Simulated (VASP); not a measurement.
# Sn4O9 (a cell with a defect): single point with PBE

Sn4O9 (a cell with a defect):

```
Sn O
1.0
    -4.82652    0.00000    3.23817
     4.82652    0.00000    3.23817
     0.00000    4.82837   -3.23817
Sn O
4 9
Direct
  0.25579 0.76919 0.50626
  0.74360 0.25015 0.51315
  0.99980 0.98760 0.98766
  0.49985 0.50765 0.00759
  0.96977 0.35684 0.20119
  0.49951 0.81038 0.31010
  0.93846 0.73544 0.16819
  0.44599 0.24972 0.19811
  0.55361 0.75174 0.80323
  0.06100 0.22968 0.79703
  0.99982 0.68320 0.68335
  0.49964 0.20080 0.70078
  0.02945 0.23059 0.38666
```

```
Program                : VASP 6.6.1
Task                   : single point
Functional             : PBE
Potentials or basis    : VASP PAW PBE potentials, release 64 (Sn_d, O)
Cutoff                 : 520 eV
k mesh                 : 3 × 3 × 3
Occupations            : gaussian, width 0.02 eV
Spin                   : no spin polarisation
Dipole correction      : no
Further INCAR settings : ALGO = Normal; EDIFF = 1e-06; NBANDS = 67
```

```json
{"Pressure": "10.0 GPa", "Largest force": "0.192 eV/Å", "Band gap on the k mesh": "0.69 eV"}
```

Forces in eV/Å, atoms in the order of the input:
```
Sn   0.005  0.014  0.016
Sn   0.014  0.010 -0.012
Sn   0.004  0.001  0.008
Sn   0.006 -0.005 -0.013
O    0.108 -0.138  0.078
O   -0.019 -0.013 -0.003
O   -0.027  0.021 -0.008
O   -0.010  0.009  0.001
O    0.011 -0.011 -0.005
O    0.016 -0.026  0.009
O    0.008  0.006  0.004
O    0.022  0.023 -0.003
O   -0.138  0.110 -0.074
```

Stress tensor (GPa, compression positive):
```
 8.46  3.59  3.15
 3.59  8.42 -3.15
 3.15 -3.15 13.00
```

Levels at points of the mesh, in eV from the valence-band top:
```
           k point  band 51  band 52  band 53  band 54  band 55  band 56  band 57  band 58  band 59  band 60
(0.00, 0.00, 0.00)    -1.16    -1.06    -0.86    -0.54    -0.52     0.69     4.08     4.20     4.74     5.10
```

It took 6.1 min on 1 thread of AMD EPYC 7R13 Processor (Zen 3) (shared host), peak memory 0.31 GiB.

Caveat: the k points lie up to 0.45 Å⁻¹ apart; spin-orbit coupling is left out, which moves the levels of the heavy elements.
